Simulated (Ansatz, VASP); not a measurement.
Two plane-wave programs on WC

File INCAR:

```
PREC = Accurate
ENCUT = 600
EDIFF = 1E-6
ISMEAR = 1
SIGMA = 0.05
LREAL = False
LASPH = True
NELM = 120
ALGO = Normal
ISIF = 2
LWAVE = False
LCHARG = False
GGA = PS
IVDW = 13
NBANDS = 16
GGA_COMPAT = False
```

Contents of KPOINTS:

```
Automatic mesh
0
Gamma
  3 3 3
```

POSCAR

```
WC
1.0
    0.0000000000      2.1926840000      2.1926840000
    2.1926840000      0.0000000000      2.1926840000
    2.1926840000      2.1926840000      0.0000000000
W C
1 1
Direct
    0.0000000000      0.0000000000      0.0000000000
    0.5000000000      0.5000000000      0.5000000000
```

Input for Ansatz:

```yaml
crystal:
  lattice:
    - [0.0, 2.192684, 2.192684]
    - [2.192684, 0.0, 2.192684]
    - [2.192684, 2.192684, 0.0]
  atoms:
    - { symbol: W, position: [0.0, 0.0, 0.0] }
    - { symbol: C, position: [0.5, 0.5, 0.5] }
kpoints:
  mp_grid:
    grid: [3, 3, 3]
hamiltonian:
  xc: pbesol
  dispersion: d4
scf:
  occupations:
    method: cold
    width: 0.05
output:
  forces: true
  stress: true
```

Alike in both runs: task single point; functional PBEsol; dispersion D4; k mesh 3 × 3 × 3; no spin polarisation.

|  | VASP | Ansatz |
| --- | --- | --- |
| version | VASP 6.6.1 | Ansatz 0.2.0 |
| potentials or method | VASP PAW PBE potentials, release 64 (W_sv, C) | plane waves, PAW |
| plane-wave cutoff (eV) | 600 | 420 |
| occupations | methfessel-paxton of order 1, width 0.05 eV | cold, width 0.05 eV |
| valence electrons in the cell | 18 | 18 |

Ansatz gave:

```
pressure (GPa) : -7.2
```

**Question.** Estimate VASP's values.

**Answer.** Pressure (GPa): -6.3.

VASP's potentials were made for PBE, not for PBEsol.

The k mesh is coarse, so the values compare programs but aren't converged. Neither program's run includes spin-orbit coupling.
